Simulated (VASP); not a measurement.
A run of VASP 6.6.1 is set up as follows.

Contents of POSCAR:

```
H22CO12
1.0
    7.1334920000      0.0000000000      0.0000000000
    0.0000000000      7.1334920000      0.0000000000
    0.0000000000      0.0000000000      7.1334920000
O H C
12 22 1
Direct
    0.2312612112      1.0017534189      0.3651227197
    0.7621232350      0.3373523094      0.3664825025
    0.1718232809      0.7567541956      0.8282198957
    0.5879308479      0.1560946588      0.8822747681
    0.8802701398      0.4190934818      0.7561093501
    0.4858069512      0.5800104633      0.9418949373
    0.2425600253      0.2212941432      0.6912743436
    0.8109492518      0.8296217336      0.7875806127
    0.8784056953     -0.0187846289      0.1969161807
    0.0179995996      0.5852253006      0.2040515360
    0.4525132992      0.5773469712      0.5712349576
    0.6186030628      0.8176500373      0.4415088711
    0.3104230018      1.0417618748      0.2670641532
    0.1003715992      0.9905246967      0.3133808799
    0.7913375385      0.4427565069      0.2798629339
    0.6484061383      0.3787065297      0.4231447936
    0.1377586181      0.6822745438      0.7164092986
    0.0506484061      0.8333926778      0.8505231379
    0.6978209270      0.2436394405      0.8389299378
    0.4855686388      0.1675336567      0.7951925929
    0.8330982918      0.5360768611      0.8024120585
    0.8839009001      0.4163318610      0.6181124196
    0.3591368715      0.6393923201      0.9503760571
    0.4990683385      0.4580645776      0.9880574619
    0.1288429285      0.2862412967      0.7011012278
    0.2269014951      0.1329222771      0.5763376478
    0.7507963842      0.9229981613      0.8555276995
    0.7621793085      0.8522614170      0.6642609258
    0.8501166049      0.1059368960      0.2438076611
    0.7717678803     -0.0946521003      0.2382423643
    0.0261162415      0.7078020134      0.1464079584
    0.0734002365      0.5017458490      0.1098340056
    0.5036102935      0.5889962448      0.7054609440
    0.4349763061      0.6412848013      0.3017175880
    0.5035682384      0.6891155131      0.4310651782
```

File INCAR.step1:

```
SYSTEM = H22CO12
ALGO = Normal
EDIFF = 1E-4
ENCUT = 520
GGA = PE
ISMEAR = -1
LASPH = .TRUE.
LCHARG = .FALSE.
LREAL = Auto
LWAVE = .TRUE.
NBANDS = 72
NELM = 60
PREC = Accurate
SIGMA = 0.02
```

File INCAR.step2:

```
SYSTEM = H22CO12
ALGO = Normal
EDIFF = 1E-7
ENCUT = 520
ISIF = 2
ISMEAR = -1
ISTART = 1
IVDW = 12
LASPH = .TRUE.
LCHARG = .FALSE.
LMIXTAU = .TRUE.
LREAL = Auto
LWAVE = .FALSE.
METAGGA = R2SCAN
NBANDS = 72
NELM = 60
PREC = Accurate
SIGMA = 0.02
VDW_A1 = 0.49484001
VDW_A2 = 5.73083694
VDW_S6 = 1.0
VDW_S8 = 0.78981345
```

KPOINTS

```
k-points
0
G
  1 1 1
  0 0 0
```

Potentials or basis: VASP PAW PBE potentials, release 64 (O, H, C).

Launch:

```console
$ cat potpaw_PBE.64/O/POTCAR potpaw_PBE.64/H/POTCAR potpaw_PBE.64/C/POTCAR > POTCAR
$ cp INCAR.step1 INCAR
$ mpirun -np 1 vasp_gam > vasp.out
$ cp INCAR.step2 INCAR
$ mpirun -np 1 vasp_gam > vasp.out
```

Task: Predict the largest force.

Result: 3.295 eV/Å.

Task: Predict the dispersion energy per atom.

Result: -0.017 eV.

Task: Estimate the band gap on the k mesh.

Result: 4.93 eV.

Task: Estimate the pressure.

Result: -1.9 GPa.

Stress tensor (GPa, compression positive):
```
-1.72 -0.83 -0.31
-0.83 -1.26 -0.68
-0.31 -0.68 -2.69
```

Caveat: the k points lie up to 0.88 Å⁻¹ apart; the PAW data sets were made with another functional, which shifts forces and pressure a little.
